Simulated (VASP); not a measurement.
Ru: single point with PBE

The system is Ru.

```xyz
2
Lattice="2.6063 0.0000 0.0000 -1.3032 2.2571 0.0000 0.0000 0.0000 4.1174" Properties=species:S:1:pos:R:3 pbc="T T T"
Ru    0.0000    1.5048    1.0293
Ru    1.3032    0.7524    3.0880
```

* Program: VASP 6.6.1
* Task: single point
* Functional: PBE
* Potentials or basis: VASP PAW PBE potentials, release 64 (Ru_pv)
* Cutoff: 520 eV
* k mesh: 21 × 21 × 12
* Occupations: gaussian, width 0.15 eV
* Spin: no spin polarisation
* Dipole correction: no
* Further INCAR settings: ALGO = Fast; EDIFF = 1e-06; NBANDS = 21

The pressure is 54.7 GPa and the band gap on the k mesh is zero (bands 14 and 15 overlap by 3.81 eV).

Stress tensor (GPa, compression positive):
```
53.84  0.00  0.00
 0.00 53.84  0.00
 0.00  0.00 56.44
```

Levels at points of the mesh, in eV from the Fermi level:
| k point | band 11 | band 12 | band 13 | band 14 | band 15 | band 16 | band 17 | band 18 |
| --- | --- | --- | --- | --- | --- | --- | --- | --- |
| (0.00, 0.00, 0.00) | -2.87 | -2.29 | -2.29 | -1.68 | -1.68 | 1.38 | 1.38 | 1.48 |
| (0.00, 0.00, 0.50) | -3.30 | -3.30 | -3.08 | -3.08 | 0.65 | 0.65 | 0.65 | 0.65 |

It took 62 s on 1 thread of Intel(R) Xeon(R) 6975P-C (Granite Rapids), on a shared host, peak memory 0.23 GiB.

Caveat: the cell stands under pressure.
